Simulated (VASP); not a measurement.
# SiB2 (P-6m2) in VASP: further runs

The runs below take SiB2 through single point, with PBE.

Everything below comes from runs of VASP 6.6.1. Logs are shortened: lines on timing, memory, paths and dates and some standing lists are left out, and cuts for length are marked.

### 1 The cell of the first run

Symmetry: P-6m2, No. 187, hexagonal system. Conventional cell: a = 2.863 Å, b = 2.863 Å, c = 4.355 Å, α = 90.00°, β = 90.00°, γ = 120.00°. Within 2.9 Å of Si (site symmetry -6m2) lie 6 B at 2.13 Å and 6 Si at 2.86 Å. B (site symmetry 3m) has 1 B at 1.68 Å and 3 Si at 2.13 Å within 2.2 Å.

The cell was generated, and may not be a known phase.

### 2 Single point, PBE

Contents of INCAR:

```
SYSTEM = SiB2
ALGO = Normal
EDIFF = 1E-6
ENCUT = 520
GGA = PE
ISIF = 2
ISMEAR = 0
LASPH = .TRUE.
LCHARG = .FALSE.
LREAL = .FALSE.
LWAVE = .FALSE.
NBANDS = 12
NELM = 60
PREC = Accurate
SIGMA = 0.1
```

Contents of KPOINTS:

```
k-points
0
G
  6 6 4
  0 0 0
```

Contents of POSCAR:

```
SiB2
1.0
    2.8628270500      0.0000000000      0.0000000000
   -1.4314135200      2.4792809500      0.0000000000
    0.0000000000      0.0000000000      4.3548535700
Si B
1 2
Direct
    0.6666666700      0.3333333300      0.0000000000
    0.0000000000      0.0000000000      0.3075542000
    0.0000000000      0.0000000000      0.6924458000
```

Potentials or basis: VASP PAW PBE potentials, release 64 (Si, B).

On the command line:

```sh
> cat potpaw_PBE.64/Si/POTCAR potpaw_PBE.64/B/POTCAR > POTCAR
> mpirun -np 1 vasp_std > vasp.out
```

OUTCAR:

```text
SYSTEM = SiB2
   EDIFF = 1E-6
   ENCUT = 520
   GGA = PE
   ISIF = 2
   ISMEAR = 0
   LASPH = .TRUE.
   LREAL = .FALSE.
   NELM = 60
   PREC = Accurate

 ion  position               nearest neighbor table
   1  0.667  0.333  0.000-   2 2.13   3 2.13   2 2.13   3 2.13   2 2.13   3 2.13
   2  0.000  0.000  0.308-   3 1.68   1 2.13   1 2.13   1 2.13
   3  0.000  0.000  0.692-   2 1.68   1 2.13   1 2.13   1 2.13

  LATTYP: Found a hexagonal cell.
 ALAT       =     2.8628270500
 C/A-ratio  =     1.5211724264

  Lattice vectors:

 A1 = (   2.8628270500,   0.0000000000,   0.0000000000)
 A2 = (  -1.4314135200,   2.4792809500,   0.0000000000)
 A3 = (   0.0000000000,   0.0000000000,   4.3548535700)

Analysis of symmetry for initial positions (statically):
=====================================================================
 Subroutine PRICEL returns:
 Original cell was already a primitive cell.

 Routine SETGRP: Setting up the symmetry group for a
 hexagonal supercell.

 Subroutine GETGRP returns: Found 12 space group operations
 (whereof 12 operations were pure point group operations)
 out of a pool of 24 trial point group operations.

The static configuration has the point symmetry D_3h.

Analysis of symmetry for dynamics (positions and initial velocities):
=====================================================================
 Subroutine PRICEL returns:
 Original cell was already a primitive cell.

 Routine SETGRP: Setting up the symmetry group for a
 hexagonal supercell.

 Subroutine GETGRP returns: Found 12 space group operations
 (whereof 12 operations were pure point group operations)
 out of a pool of 24 trial point group operations.

The dynamic configuration has the point symmetry D_3h.

 Subroutine INISYM returns: Found 12 space group operations
 (whereof 12 operations are pure point group operations),
 and found     1 'primitive' translations

----------------------------------------------------------------------------------------

                                     Primitive cell

  volume of cell :      30.9097

  direct lattice vectors                    reciprocal lattice vectors
     2.862827050  0.000000000  0.000000000     0.349305069  0.201671375  0.000000000
    -1.431413520  2.479280950  0.000000000     0.000000000  0.403342751  0.000000000
     0.000000000  0.000000000  4.354853570     0.000000000  0.000000000  0.229628846

  length of vectors
     2.862827050  2.862827046  4.354853570     0.403342751  0.403342751  0.229628846

  position of ions in fractional coordinates (direct lattice)
     0.666666670  0.333333330  0.000000000
     0.000000000  0.000000000  0.307554200
     0.000000000  0.000000000  0.692445800

  ion indices of the primitive-cell ions
   primitive index   ion index
                 1           1
                 2           2
                 3           3

----------------------------------------------------------------------------------------

 KPOINTS: k-points

Automatic generation of k-mesh.
 Grid dimensions read from file:
 generate k-points for:    6    6    4

 Generating k-lattice:

  Cartesian coordinates                     Fractional coordinates (reciprocal lattice)
     0.058217511  0.033611896  0.000000000     0.166666667 -0.000000000  0.000000000
     0.000000000  0.067223792  0.000000000     0.000000000  0.166666667  0.000000000
     0.000000000  0.000000000  0.057407212     0.000000000  0.000000000  0.250000000

  Length of vectors
     0.067223792  0.067223792  0.057407212

  Shift w.r.t. Gamma in fractional coordinates (k-lattice)
     0.000000000  0.000000000  0.000000000

 Subroutine IBZKPT returns following result:
 ===========================================

 Found     21 irreducible k-points:

 Following reciprocal coordinates:
            Coordinates               Weight
  0.000000  0.000000  0.000000      1.000000
  0.166667  0.000000  0.000000      6.000000
  0.333333  0.000000  0.000000      6.000000
  0.500000  0.000000  0.000000      3.000000
  0.166667  0.166667  0.000000      6.000000
  0.333333  0.166667  0.000000     12.000000
[... 13 lines left out ...]
  0.333333  0.166667  0.500000     12.000000
  0.333333  0.333333  0.500000      2.000000
   k-points           NKPTS =     21   k-points in BZ     NKDIM =     21   number of bands    NBANDS=     12
   number of dos      NEDOS =    301   number of ions     NIONS =      3
   total plane-waves  NPLWV =  18432
   dimension x,y,z NGX =    24 NGY =   24 NGZ =   32
   dimension x,y,z NGXF=    48 NGYF=   48 NGZF=   64
   ions per type =               1   2
   NGX,Y,Z   is equivalent  to a cutoff of  13.94, 13.94, 12.22 a.u.
   NGXF,Y,Z  is equivalent  to a cutoff of  27.87, 27.87, 24.43 a.u.
 SYSTEM =  SiB2
   PREC   = accura    normal or accurate (medium, high low for compatibility)
   ISTART =      0    job   : 0-new  1-cont  2-samecut
   ICHARG =      2    charge: 1-file 2-atom 10-const
   ISPIN  =      1    spin polarized calculation?
   LNONCOLLINEAR =      F non collinear calculations
   LSORBIT =      F    spin-orbit coupling
   LASPH  =      T    aspherical Exc in radial PAW
   ENCUT  =  520.0 eV  38.22 Ry    6.18 a.u.   5.32  5.32  8.10*2*pi/ulx,y,z
   NELM   =     60;   NELMIN=  2; NELMDL= -5     # of ELM steps
   EDIFF  = 0.1E-05   stopping-criterion for ELM
   LREAL  =      F    real-space projection
   EDIFFG = 0.1E-04   stopping-criterion for IOM
   NSW    =      0    number of steps for IOM
   IBRION =     -1    ionic relax: 0-MD 1-quasi-New 2-CG
   NFREE  =      0    steps in history (QN), initial steepest desc. (CG)
   ISIF   =      2    stress and relaxation
   ISYM   =      2    0-nonsym 1-usesym 2-fastsym
   POTIM  = 0.5000    time-step for ionic-motion
   TEBEG  =    0.0;   TEEND  =   0.0 temperature during run
   PSTRESS=    0.0 pullay stress
   NELECT =      10.0000    total number of electrons
   NUPDOWN=      -1.0000    fix difference up-down
   EMIN   =  10.00;   EMAX   =-10.00  energy-range for DOS
   EFERMI =   0.00;   METHOD = LEGACY
   ISMEAR =     0;   SIGMA  =   0.10  broadening in eV -4-tet -1-fermi 0-gaus
   EFERMI_NEDOS =   21; number of points for ismear=-14 and -15
   IALGO  =     38    algorithm
   IMIX   =      4    mixing-type and parameters
     AMIX     =   0.40;   BMIX     =  1.00
     AMIX_MAG =   1.60;   BMIX_MAG =  1.00
  volume/ion in A,a.u.               =      10.30        69.53
  Fermi-wavevector in a.u.,A,eV,Ry     =   1.123854  2.123777 17.184819  1.263049
  Thomas-Fermi vector in A             =   2.260523
   LORBIT       =      0    0 simple, 1 ext, 2 COOP (PROOUT), +10 PAW based schemes
   GGA     = PE    functional components
   LHFCALC =     F    Hartree Fock is set to
   AEXX    =    0.0000 exact exchange contribution
   IVDW    =     0    specifies the selected vdW correction
   LEPSILON=     F    determine dielectric tensor
   LRPA    =     F    only Hartree local field effects (RPA)
 non-spin polarized calculation
 Gauss-broadening in eV      SIGMA  =   0.10
  energy-cutoff  :      520.00
  volume of cell :       30.91
 maximum number of plane-waves:       856
 NGX is ok and might be reduce to    24
   NGX = 11   NGY = 11   NGZ = 17

 number of electron      10.0000000 magnetization

 Free energy of the ion-electron system (eV)
  ---------------------------------------------------
  ext. energy  EPLUGINS =         0.00000000
  ---------------------------------------------------
  free energy    TOTEN  =       -15.92436586 eV

  energy without entropy =      -15.91517059  energy(sigma->0) =      -15.91976823

 E-fermi :   6.9523     XC(G=0): -11.1589

 val. band max:        6.8481398395   @ k =   0.3333   0.0000   0.2500
 cond. band min:       6.9678818270   @ k =   0.1667   0.0000   0.2500
 fundamental gap:      0.1197419875
 Fermi energy:         6.9523012098

 k-point     1 :       0.0000    0.0000    0.0000
  band No.  band energies     occupation
      1      -7.3297      2.00000
      2      -0.2890      2.00000
      3      -0.0943      2.00000
      4       9.3948      0.00000
      5       9.3948      0.00000
      6      13.9879      0.00000
      7      13.9879      0.00000
      8      15.3344      0.00000
      9      15.3344      0.00000
     10      16.2723      0.00000
     11      17.0732      0.00000
     12      19.4187      0.00000

 k-point     2 :       0.1667    0.0000    0.0000
  band No.  band energies     occupation
      1      -6.7256      2.00000
      2       0.2502      2.00000
      3       0.3904      2.00000
      4       6.5941      2.00000
      5       8.4039      0.00000
      6      11.8903      0.00000
      7      13.2479      0.00000
      8      13.5025      0.00000
      9      14.5668      0.00000
     10      16.3140      0.00000
     11      18.7468      0.00000
     12      19.8398      0.00000

 k-point     3 :       0.3333    0.0000    0.0000
  band No.  band energies     occupation
      1      -4.9426      2.00000
      2       1.6600      2.00000
      3       1.8459      2.00000
      4       2.1149      2.00000
      5       7.1078      0.02791
      6       8.1147      0.00000
      7      10.5948      0.00000
      8      12.1419      0.00000
      9      12.4280      0.00000
     10      16.3593      0.00000
     11      18.8506      0.00000
     12      19.4297      0.00000

 k-point     4 :       0.5000    0.0000    0.0000
  band No.  band energies     occupation
      1      -2.5960      2.00000
      2      -1.2392      2.00000
      3       2.6267      2.00000
      4       3.9607      2.00000
      5       5.1386      2.00000
      6       6.6161      2.00000
      7       8.8568      0.00000
      8      11.6958      0.00000
      9      11.7933      0.00000
     10      16.0962      0.00000
     11      18.4488      0.00000
     12      19.1939      0.00000

 k-point     5 :       0.1667    0.1667    0.0000
  band No.  band energies     occupation
      1      -5.5305      2.00000
      2       1.2800      2.00000
      3       1.3193      2.00000
      4       4.1102      2.00000
      5       5.6754      2.00000
      6       9.7607      0.00000
      7      11.2592      0.00000
      8      11.9580      0.00000
      9      13.8207      0.00000
     10      17.2536      0.00000
     11      18.0361      0.00000
     12      20.6243      0.00000
[... 183 lines left out ...]
      1      -1.9033      2.00000
      2      -0.2848      2.00000
      3       0.1067      2.00000
      4       1.7703      2.00000
      5       7.5317      0.00000
      6       7.9666      0.00000
      7       8.6493      0.00000
      8      12.0838      0.00000
      9      15.2329      0.00000
     10      15.3947      0.00000
     11      16.1892      0.00000
     12      18.3760      0.00000

 k-point    19 :       0.1667    0.1667    0.5000
  band No.  band energies     occupation
      1      -4.7932      2.00000
      2      -2.3450      2.00000
      3       5.1079      2.00000
      4       5.1951      2.00000
      5       6.7963      1.97261
      6       7.7750      0.00000
      7       8.1538      0.00000
      8      12.8678      0.00000
      9      16.1576      0.00000
     10      17.6524      0.00000
     11      17.7751      0.00000
     12      19.3684      0.00000

 k-point    20 :       0.3333    0.1667    0.5000
  band No.  band energies     occupation
      1      -2.4893      2.00000
      2      -0.3516      2.00000
      3       1.3562      2.00000
      4       3.0498      2.00000
      5       5.1065      2.00000
      6       6.4420      2.00000
      7       7.9833      0.00000
      8      14.5572      0.00000
      9      15.9724      0.00000
     10      16.7374      0.00000
     11      17.4069      0.00000
     12      19.6639      0.00000

 k-point    21 :       0.3333    0.3333    0.5000
  band No.  band energies     occupation
      1      -0.6762      2.00000
      2       0.8384      2.00000
      3       0.9993      2.00000
      4       2.2290      2.00000
      5       2.7959      2.00000
      6       4.2449      2.00000
      7       8.1881      0.00000
      8      16.1906      0.00000
      9      16.6657      0.00000
     10      17.2527      0.00000
     11      17.3417      0.00000
     12      20.2281      0.00000

------------------------ aborting loop because EDIFF is reached ----------------------------------------

  FORCE on cell =-STRESS in cart. coord.  units (eV):
  Direction    XX          YY          ZZ          XY          YZ          ZX
  --------------------------------------------------------------------------------------
  -------------------------------------------------------------------------------------
  Total        0.5627423      0.5627423      1.3127693      0.0000000     -0.0000000      0.0000000
  in kB       29.1692795     29.1692795     68.0463116      0.0000001     -0.0000000      0.0000000
  external PRESSURE =      42.1282902 kB  Pullay stress =       0.0000000 kB

 VOLUME and BASIS-vectors are now :
 -----------------------------------------------------------------------------
  energy-cutoff  :      520.00
  volume of cell :       30.91
      direct lattice vectors                 reciprocal lattice vectors
     2.862827050  0.000000000  0.000000000     0.349305069  0.201671375  0.000000000
    -1.431413520  2.479280950  0.000000000     0.000000000  0.403342751  0.000000000
     0.000000000  0.000000000  4.354853570     0.000000000  0.000000000  0.229628846

 POSITION                                       TOTAL-FORCE (eV/Angst)
 -----------------------------------------------------------------------------------
      1.43141      0.82643      0.00000         0.000000     -0.000000      0.000000
      0.00000      0.00000      1.33935        -0.000000      0.000000      0.687716
      0.00000      0.00000      3.01550        -0.000000      0.000000     -0.687716
 -----------------------------------------------------------------------------------
    total drift:                               -0.000000      0.000000      0.000000

  FREE ENERGIE OF THE ION-ELECTRON SYSTEM (eV)
  ---------------------------------------------------
  free  energy   TOTEN  =       -15.9243658645 eV

  energy  without entropy=      -15.9151705929  energy(sigma->0) =      -15.91976823
```

It took 8.8 s on 1 thread of Intel Xeon Platinum 8259CL at 2.50GHz (Skylake/Cascade Lake), shared host; peak memory 0.14 GiB.

What came out:

| Quantity | Value |
| --- | --- |
| Free energy | -15.9244 eV |
| Pressure | 4.2 GPa |
| Largest force | 0.688 eV/Å |
| Band gap on the k mesh | zero (bands 5 and 6 overlap by 6.61 eV) |

Forces in eV/Å, atoms in the order of the input:
```
Si   0.000  0.000  0.000
B    0.000  0.000  0.688
B    0.000  0.000 -0.688
```

Stress tensor (GPa, compression positive):
```
2.92 0.00 0.00
0.00 2.92 0.00
0.00 0.00 6.80
```

Levels at points of the mesh, in eV from the Fermi level:
```csv
k point,band 1,band 2,band 3,band 4,band 5,band 6,band 7,band 8,band 9,band 10
"(0.00, 0.00, 0.00)",-14.28,-7.24,-7.05,2.44,2.44,7.04,7.04,8.38,8.38,9.32
"(0.50, 0.00, 0.00)",-9.55,-8.19,-4.33,-2.99,-1.81,-0.34,1.90,4.74,4.84,9.14
"(0.00, 0.00, 0.50)",-13.57,-10.91,-1.84,3.90,3.90,4.20,4.20,4.20,8.92,8.92
"(0.50, 0.00, 0.50)",-8.86,-7.24,-6.85,-5.18,0.58,1.01,1.70,5.13,8.28,8.44
```

Caveat: the k points lie up to 0.42 Å⁻¹ apart, too coarse for converged energies and pressures of a metal.

(Continued in part 2 of 2.)

The gap in the log of VASP goes by the Fermi energy; the results here count the filled bands.